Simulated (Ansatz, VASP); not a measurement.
## SiO in VASP and in Ansatz

POSCAR

```
SiO
1.0
    0.0000000000      2.4336400000      2.4336400000
    2.4336400000      0.0000000000      2.4336400000
    2.4336400000      2.4336400000      0.0000000000
Si O
1 1
Direct
    0.7500000000      0.7500000000      0.7500000000
    0.0000000000      0.0000000000      0.0000000000
```

File INCAR.step1:

```
PREC = Accurate
ENCUT = 520
EDIFF = 1E-5
ISMEAR = -1
SIGMA = 0.05
LREAL = False
LASPH = True
NELM = 60
ALGO = Normal
ISIF = 2
LWAVE = True
LCHARG = False
NBANDS = 12
GGA = PE
```

File INCAR.step2:

```
PREC = Accurate
ENCUT = 520
EDIFF = 1E-7
ISMEAR = -1
SIGMA = 0.05
LREAL = False
LASPH = True
NELM = 60
ALGO = Normal
ISIF = 2
LWAVE = False
LCHARG = False
GGA = PE
LHFCALC = True
HFSCREEN = 0.2079
PRECFOCK = Normal
NBANDS = 12
ISTART = 1
```

File KPOINTS:

```
Automatic mesh
0
Gamma
  5 5 5
```

File input:

```
crystal:
  lattice:
    - [0.0, 2.43364, 2.43364]
    - [2.43364, 0.0, 2.43364]
    - [2.43364, 2.43364, 0.0]
  atoms:
    - { symbol: Si, position: [0.75, 0.75, 0.75] }
    - { symbol: O, position: [0.0, 0.0, 0.0] }
hamiltonian:
  xc: hse06
  pseudopotentials: { kind: paw }
kpoints:
  mp_grid: { grid: [5, 5, 5] }
  band_path:
    path:
      - [[0.0, 0.0, 0.0], [0.5, 0.0, 0.5], [0.5, 0.25, 0.75], [0.375, 0.375, 0.75], [0.0, 0.0, 0.0], [0.5, 0.5, 0.5], [0.625, 0.25, 0.625], [0.5, 0.25, 0.75], [0.5, 0.5, 0.5], [0.375, 0.375, 0.75]]
      - [[0.625, 0.25, 0.625], [0.5, 0.0, 0.5]]
    npoints: 4
scf:
  occupations: { method: fermi_dirac, width: 0.05 }
  n_extra_bands: 6
output:
  forces: true
  stress: true
  eigenvalues: true
  fatbands: false
```

Alike in both runs: functional HSE06; k mesh 5 × 5 × 5; occupations fermi-dirac, width 0.05 eV; no spin polarisation.

|  | VASP | Ansatz |
| --- | --- | --- |
| version | VASP 6.6.1 | Ansatz 0.2.0 |
| potentials or method | VASP PAW PBE potentials, release 64 (Si, O) | Ansatz PAW |
| plane-wave cutoff (eV) | 520 | 420 |
| valence electrons in the cell | 10 | 10 |
| task | single point | band structure |

|  | VASP | Ansatz | Ansatz less VASP |
| --- | --- | --- | --- |
| pressure (GPa) | -1.2 | -1.2 | -0.07 |

The k mesh is coarse, so the values compare programs but aren't converged.
